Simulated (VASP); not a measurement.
# Si (a cell with a defect) in VASP: relaxation of the atoms with PBE+D3(BJ)

Aim: the relaxation of the atoms of Si (a cell with a defect) with PBE+D3(BJ).

All numbers are computed with VASP 6.6.1; they aren't measurements. Logs are shortened: lines on timing, memory, paths and dates and some standing lists are left out, and cuts for length are marked.

### 1 The cell of the first run

The cell holds a defect, 17 atoms: a = 7.679 Å, b = 7.679 Å, c = 7.679 Å, α = 60.00°, β = 60.00°, γ = 60.00°.

### 2 Relaxation of the atoms, PBE+D3(BJ)

INCAR

```
PREC     = Accurate       # precision mode
ENCUT    = 520            # plane-wave cutoff, eV
EDIFF    = 1E-7           # SCF threshold, eV
ISMEAR   = 0              # smearing method
SIGMA    = 0.02           # smearing width, eV
LREAL    = Auto         
LASPH    = T              # aspherical terms in the spheres
NELM     = 100            # most SCF steps
ALGO     = Normal         # electronic algorithm
ISIF     = 2              # what is computed and relaxed
LWAVE    = F              # write WAVECAR
LCHARG   = F              # write CHGCAR
GGA      = PE             # functional
IVDW     = 12             # dispersion correction
IBRION   = 2              # ionic algorithm
NSW      = 80             # ionic steps
EDIFFG   = -0.03          # ionic threshold
```

KPOINTS

```
Automatic mesh
0
Gamma
  2 2 2
```

POSCAR

```
Si
1.0
    0.0000000000      5.4300000000      5.4300000000
    5.4300000000      0.0000000000      5.4300000000
    5.4300000000      5.4300000000      0.0000000000
Si
17
Direct
    0.0000000000      0.0000000000      0.0000000000
    0.1250000000      0.1250000000      0.1250000000
    0.0000000000      0.0000000000      0.5000000000
    0.1250000000      0.1250000000      0.6250000000
    0.0000000000      0.5000000000      0.0000000000
    0.1250000000      0.6250000000      0.1250000000
    0.0000000000      0.5000000000      0.5000000000
    0.1250000000      0.6250000000      0.6250000000
    0.5000000000      0.0000000000      0.0000000000
    0.6250000000      0.1250000000      0.1250000000
    0.5000000000      0.0000000000      0.5000000000
    0.6250000000      0.1250000000      0.6250000000
    0.5000000000      0.5000000000      0.0000000000
    0.6250000000      0.6250000000      0.1250000000
    0.5000000000      0.5000000000      0.5000000000
    0.6250000000      0.6250000000      0.6250000000
    0.3819835000      0.3706607000      0.3739559000
```

Potentials or basis: VASP PAW PBE potentials, release 64 (Si).

Run with:

```
cat potpaw_PBE.64/Si/POTCAR > POTCAR
mpirun -np 1 vasp_std > vasp.out
```

OUTCAR:

```text
PREC = Accurate
   ENCUT = 520
   EDIFF = 1E-7
   ISMEAR = 0
   LREAL = Auto
   LASPH = T
   NELM = 100
   ISIF = 2
   GGA = PE
   IVDW = 12
   IBRION = 2
   NSW = 80
   EDIFFG = -0.03
 IVDW          = 12

 ion  position               nearest neighbor table
   1  0.000  0.000  0.000-   2 2.35   4 2.35   6 2.35  10 2.35
   2  0.125  0.125  0.125-   1 2.35   3 2.35   5 2.35   9 2.35
   3  0.000  0.000  0.500-   2 2.35   4 2.35   8 2.35  12 2.35
   4  0.125  0.125  0.625-   1 2.35   3 2.35   7 2.35  11 2.35  17 2.73
   5  0.000  0.500  0.000-   2 2.35   6 2.35   8 2.35  14 2.35
   6  0.125  0.625  0.125-   1 2.35   5 2.35   7 2.35  13 2.35  17 2.75
   7  0.000  0.500  0.500-   4 2.35   6 2.35   8 2.35  16 2.35  17 2.40
   8  0.125  0.625  0.625-   3 2.35   5 2.35   7 2.35  15 2.35  17 2.74
   9  0.500  0.000  0.000-   2 2.35  10 2.35  12 2.35  14 2.35
  10  0.625  0.125  0.125-   1 2.35   9 2.35  11 2.35  13 2.35  17 2.69
  11  0.500  0.000  0.500-  17 2.32  10 2.35  12 2.35  16 2.35   4 2.35
  12  0.625  0.125  0.625-   3 2.35   9 2.35  11 2.35  15 2.35  17 2.68
  13  0.500  0.500  0.000-  17 2.35  10 2.35  14 2.35  16 2.35   6 2.35
  14  0.625  0.625  0.125-   5 2.35   9 2.35  13 2.35  15 2.35  17 2.70
  15  0.500  0.500  0.500-  17 2.34  12 2.35  14 2.35  16 2.35   8 2.35
  16  0.625  0.625  0.625-   7 2.35  11 2.35  13 2.35  15 2.35
  17  0.382  0.371  0.374-  11 2.32  15 2.34  13 2.35   7 2.40  12 2.68  10 2.69  14 2.70   4 2.73
                             8 2.74   6 2.75

  LATTYP: Found a face centered cubic cell.
 ALAT       =    10.8600000000

  Lattice vectors:

 A1 = (   0.0000000000,   5.4300000000,   5.4300000000)
 A2 = (   5.4300000000,   0.0000000000,   5.4300000000)
 A3 = (   5.4300000000,   5.4300000000,   0.0000000000)

Analysis of symmetry for initial positions (statically):
=====================================================================
 Subroutine PRICEL returns:
 Original cell was already a primitive cell.

 Routine SETGRP: Setting up the symmetry group for a
 face centered cubic supercell.

 Subroutine GETGRP returns: Found  1 space group operations
 (whereof  1 operations were pure point group operations)
 out of a pool of 48 trial point group operations.

The static configuration has the point symmetry C_1 .

Analysis of symmetry for dynamics (positions and initial velocities):
=====================================================================
 Subroutine PRICEL returns:
 Original cell was already a primitive cell.

 Routine SETGRP: Setting up the symmetry group for a
 face centered cubic supercell.

 Subroutine GETGRP returns: Found  1 space group operations
 (whereof  1 operations were pure point group operations)
 out of a pool of 48 trial point group operations.

The dynamic configuration has the point symmetry C_1 .

 Subroutine INISYM returns: Found  1 space group operations
 (whereof  1 operations are pure point group operations),
 and found     1 'primitive' translations

----------------------------------------------------------------------------------------

                                     Primitive cell

  volume of cell :     320.2060

  direct lattice vectors                    reciprocal lattice vectors
     0.000000000  5.430000000  5.430000000    -0.092081031  0.092081031  0.092081031
     5.430000000  0.000000000  5.430000000     0.092081031 -0.092081031  0.092081031
     5.430000000  5.430000000  0.000000000     0.092081031  0.092081031 -0.092081031

  length of vectors
     7.679179644  7.679179644  7.679179644     0.159489025  0.159489025  0.159489025

  position of ions in fractional coordinates (direct lattice)
     0.000000000  0.000000000  0.000000000
     0.125000000  0.125000000  0.125000000
     0.000000000  0.000000000  0.500000000
     0.125000000  0.125000000  0.625000000
     0.000000000  0.500000000  0.000000000
     0.125000000  0.625000000  0.125000000
[... 9 lines left out ...]
     0.625000000  0.625000000  0.625000000
     0.381983500  0.370660700  0.373955900

  ion indices of the primitive-cell ions
   primitive index   ion index
                 1           1
                 2           2
                 3           3
                 4           4
                 5           5
                 6           6
[... 9 lines left out ...]
                16          16
                17          17

----------------------------------------------------------------------------------------

 KPOINTS: Automatic mesh

Automatic generation of k-mesh.
 Grid dimensions read from file:
 generate k-points for:    2    2    2

 Generating k-lattice:

  Cartesian coordinates                     Fractional coordinates (reciprocal lattice)
    -0.046040516  0.046040516  0.046040516     0.500000000  0.000000000  0.000000000
     0.046040516 -0.046040516  0.046040516     0.000000000  0.500000000  0.000000000
     0.046040516  0.046040516 -0.046040516     0.000000000  0.000000000  0.500000000

  Length of vectors
     0.079744512  0.079744512  0.079744512

  Shift w.r.t. Gamma in fractional coordinates (k-lattice)
     0.000000000  0.000000000  0.000000000

 Subroutine IBZKPT returns following result:
 ===========================================

 Found      8 irreducible k-points:

 Following reciprocal coordinates:
            Coordinates               Weight
  0.000000  0.000000  0.000000      1.000000
  0.500000  0.000000  0.000000      1.000000
  0.000000  0.500000  0.000000      1.000000
  0.000000  0.000000  0.500000      1.000000
  0.500000  0.500000  0.500000      1.000000
  0.500000  0.500000  0.000000      1.000000
  0.000000  0.500000  0.500000      1.000000
  0.500000  0.000000  0.500000      1.000000
   k-points           NKPTS =      8   k-points in BZ     NKDIM =      8   number of bands    NBANDS=     43
   number of dos      NEDOS =    301   number of ions     NIONS =     17
   total plane-waves  NPLWV = 216000
   dimension x,y,z NGX =    60 NGY =   60 NGZ =   60
   dimension x,y,z NGXF=   120 NGYF=  120 NGZF=  120
   ions per type =              17
   NGX,Y,Z   is equivalent  to a cutoff of  12.99, 12.99, 12.99 a.u.
   NGXF,Y,Z  is equivalent  to a cutoff of  25.98, 25.98, 25.98 a.u.
 SYSTEM =  unknown system
   PREC   = accura    normal or accurate (medium, high low for compatibility)
   ISTART =      0    job   : 0-new  1-cont  2-samecut
   ICHARG =      2    charge: 1-file 2-atom 10-const
   ISPIN  =      1    spin polarized calculation?
   LNONCOLLINEAR =      F non collinear calculations
   LSORBIT =      F    spin-orbit coupling
   LASPH  =      T    aspherical Exc in radial PAW
   ENCUT  =  520.0 eV  38.22 Ry    6.18 a.u.  14.28 14.28 14.28*2*pi/ulx,y,z
   NELM   =    100;   NELMIN=  2; NELMDL= -5     # of ELM steps
   EDIFF  = 0.1E-06   stopping-criterion for ELM
   LREAL  =      T    real-space projection
   EDIFFG = -.3E-01   stopping-criterion for IOM
   NSW    =     80    number of steps for IOM
   IBRION =      2    ionic relax: 0-MD 1-quasi-New 2-CG
   NFREE  =      1    steps in history (QN), initial steepest desc. (CG)
   ISIF   =      2    stress and relaxation
   ISYM   =      2    0-nonsym 1-usesym 2-fastsym
   POTIM  = 0.5000    time-step for ionic-motion
   TEBEG  =    0.0;   TEEND  =   0.0 temperature during run
   PSTRESS=    0.0 pullay stress
   NELECT =      68.0000    total number of electrons
   NUPDOWN=      -1.0000    fix difference up-down
   EMIN   =  10.00;   EMAX   =-10.00  energy-range for DOS
   EFERMI =   0.00;   METHOD = LEGACY
   ISMEAR =     0;   SIGMA  =   0.02  broadening in eV -4-tet -1-fermi 0-gaus
   EFERMI_NEDOS =   21; number of points for ismear=-14 and -15
   IALGO  =     38    algorithm
   IMIX   =      4    mixing-type and parameters
     AMIX     =   0.40;   BMIX     =  1.00
     AMIX_MAG =   1.60;   BMIX_MAG =  1.00
  volume/ion in A,a.u.               =      18.84       127.11
  Fermi-wavevector in a.u.,A,eV,Ry     =   0.976715  1.845724 12.979587  0.953973
  Thomas-Fermi vector in A             =   2.107356
   LORBIT       =      0    0 simple, 1 ext, 2 COOP (PROOUT), +10 PAW based schemes
   GGA     = PE    functional components
   LHFCALC =     F    Hartree Fock is set to
   AEXX    =    0.0000 exact exchange contribution
   IVDW    =    12    specifies the selected vdW correction
   LEPSILON=     F    determine dielectric tensor
   LRPA    =     F    only Hartree local field effects (RPA)
 conjugate gradient relaxation of ions
 non-spin polarized calculation
 Gauss-broadening in eV      SIGMA  =   0.02
  energy-cutoff  :      520.00
  volume of cell :      320.21
 maximum number of plane-waves:      8646
 NGX is ok and might be reduce to    60
   NGX = 29   NGY = 29   NGZ = 29

--------------------------------------- Ionic step        1  -------------------------------------------

 number of electron      68.0000003 magnetization

 Free energy of the ion-electron system (eV)
  ---------------------------------------------------
  ext. energy  EPLUGINS =         0.00000000
  ---------------------------------------------------
  free energy    TOTEN  =       -87.86188817 eV

  energy without entropy =      -87.85803279  energy(sigma->0) =      -87.85996048

------------------------ aborting loop because EDIFF is reached ----------------------------------------

 Edisp (eV)   -5.64461

 E8    (eV) :    -2.3350

  FORCE on cell =-STRESS in cart. coord.  units (eV):
  Direction    XX          YY          ZZ          XY          YZ          ZX
  --------------------------------------------------------------------------------------
  -------------------------------------------------------------------------------------
  Total       5.79367     5.79909     5.77483     0.17006    -0.36813     0.40662
  in kB      28.98910    29.01624    28.89486     0.85090    -1.84198     2.03456
  external pressure =       28.97 kB  Pullay stress =        0.00 kB
[... 256 lines left out ...]
  energy  without entropy=      -93.6288876414  energy(sigma->0) =      -93.63081588

--------------------------------------- Ionic step        6  -------------------------------------------

 number of electron      68.0000001 magnetization

 Free energy of the ion-electron system (eV)
  ---------------------------------------------------
  ext. energy  EPLUGINS =         0.00000000
  ---------------------------------------------------
  free energy    TOTEN  =       -87.98989772 eV

  energy without entropy =      -87.98604118  energy(sigma->0) =      -87.98796945

 E-fermi :   6.9197     XC(G=0):  -9.6741

 val. band max:        6.6786798874   @ k =   0.0000   0.0000   0.0000
 cond. band min:       6.9257614735   @ k =   0.5000   0.5000   0.0000
 fundamental gap:      0.2470815861
 Fermi energy:         6.9197361508

 k-point     1 :       0.0000    0.0000    0.0000
  band No.  band energies     occupation
      1      -6.3199      2.00000
      2      -3.7733      2.00000
      3      -3.6299      2.00000
      4      -3.6292      2.00000
      5      -3.6269      2.00000
      6      -2.8079      2.00000
[... 405 lines left out ...]
  FREE ENERGIE OF THE ION-ELECTRON SYSTEM (eV)
  ---------------------------------------------------
  free  energy   TOTEN  =       -93.6332753197 eV

  energy  without entropy=      -93.6294187824  energy(sigma->0) =      -93.63134705

 reached required accuracy - stopping structural energy minimisation
```

Wall time 19 min (1 thread of Oxide Virtual Turin-like, shared host); peak memory 0.5 GiB.

What came out:

```
Free energy                  : -93.6333 eV
Energy gained by relaxing    : 7.5 meV/atom
Ionic steps                  : 6
Pressure after relaxing      : 2.4 GPa
Largest force after relaxing : 0.030 eV/Å
Band gap on the k mesh       : zero (bands 34 and 35 overlap by 0.25 eV)
Dispersion energy per atom   : -0.332 eV
```

Forces in eV/Å, atoms in the order of the input:
```
Si   0.005 -0.002 -0.001
Si   0.000  0.000  0.000
Si   0.002 -0.005 -0.001
Si  -0.010  0.009  0.002
Si   0.000  0.000 -0.006
Si  -0.006  0.002  0.007
Si   0.002 -0.001 -0.004
Si  -0.002  0.007  0.008
Si  -0.003  0.002  0.003
Si   0.005  0.001 -0.003
Si  -0.005  0.006  0.006
Si  -0.001 -0.005 -0.003
Si  -0.007  0.008  0.004
Si   0.002 -0.001 -0.004
Si  -0.007  0.007  0.004
Si   0.006 -0.006 -0.002
Si   0.018 -0.021 -0.010
```

Step by step:
```tsv
step	energy change (eV)	largest force (eV/Å)	pressure (GPa)
1	0.0000	1.0389	2.90
2	-0.1230	0.1182	2.41
3	-0.1236	0.1327	2.38
4	-0.1261	0.0657	2.39
5	-0.1262	0.0829	2.39
6	-0.1268	0.0296	2.40
```

Final structure:
```xyz
17
Lattice="0.0000 5.4300 5.4300 5.4300 0.0000 5.4300 5.4300 5.4300 0.0000" Properties=species:S:1:pos:R:3 pbc="T T T"
Si    0.0038    0.0053    0.0049
Si    1.3579    1.3571    1.3573
Si    2.7096    2.7112    0.0050
Si    4.0718    4.0732    1.3256
Si    2.7102    0.0049    2.7113
Si    4.0720    1.3261    4.0729
Si    5.4473    8.1276    8.1277
Si    6.8190    4.0730    4.0729
Si    0.0053    2.7098    2.7094
Si    1.3244    4.0729    4.0724
Si    8.1184    5.4565    8.1176
Si    4.0721    6.8207    4.0724
Si    8.1213    8.1203    5.4539
Si    4.0723    4.0728    6.8202
Si    5.4552    5.4541    5.4544
Si    6.7805    6.7952    6.7909
Si    4.0621    4.0840    4.0778
```

Caveat: the k points lie up to 0.50 Å⁻¹ apart.
